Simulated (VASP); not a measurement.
Runs of VASP 6.6.1 on C. The structure is that of space group P6/mmm (No. 191), or close to it. The cells are those of the table. 

```csv
level,potentials or basis,cell,k mesh,gap on the mesh (eV),work function (eV)
PBE+D3(BJ),"VASP PAW PBE potentials, release 64 (C)","a = 2.465, b = 2.465, c = 26.000 Å, angles 90.0, 90.0, 120.0°, 2 atoms",9 × 9 × 1,none,-
LDA,"VASP PAW LDA potentials, release 64 (C)","a = 2.445, b = 2.445, c = 26.000 Å, angles 90.0, 90.0, 120.0°, 2 atoms",21 × 21 × 1,none,4.48
PBE+D3(BJ),"VASP PAW PBE potentials, release 64 (C)","a = 2.465, b = 2.465, c = 26.000 Å, angles 90.0, 90.0, 120.0°, 2 atoms",21 × 21 × 1,none,-
r2SCAN,"VASP PAW PBE potentials, release 64 (C)","a = 2.466, b = 2.466, c = 26.000 Å, angles 90.0, 90.0, 120.0°, 2 atoms",21 × 21 × 1,none,(a)
r2SCAN,"VASP PAW PBE potentials, release 64 (C)","a = 2.456, b = 2.456, c = 26.000 Å, angles 90.0, 90.0, 120.0°, 2 atoms",21 × 21 × 1,none,-
LDA,"VASP PAW LDA potentials, release 64 (C)","a = 2.466, b = 2.466, c = 26.000 Å, angles 90.0, 90.0, 120.0°, 2 atoms",21 × 21 × 1,none,-
PBE+D3(BJ),"VASP PAW PBE potentials, release 64 (C)","a = 2.466, b = 2.466, c = 26.000 Å, angles 90.0, 90.0, 120.0°, 2 atoms",21 × 21 × 1,none,-
PBE+D3(BJ),"VASP PAW PBE potentials, release 64 (C)","a = 2.466, b = 2.466, c = 26.000 Å, angles 90.0, 90.0, 120.0°, 2 atoms",9 × 9 × 1,none,-
PBE,"VASP PAW PBE potentials, release 64 (C)","a = 2.466, b = 2.466, c = 26.000 Å, angles 90.0, 90.0, 120.0°, 2 atoms",21 × 21 × 1,none,-
```

Alike in all rows: task single point; no spin polarisation; cutoff (eV) 520; smearing gaussian 0.1 eV.

Task: Fill in the values left out.

Result: (a) 4.30.

A gap of «none» marks levels without a gap at the run's occupations.
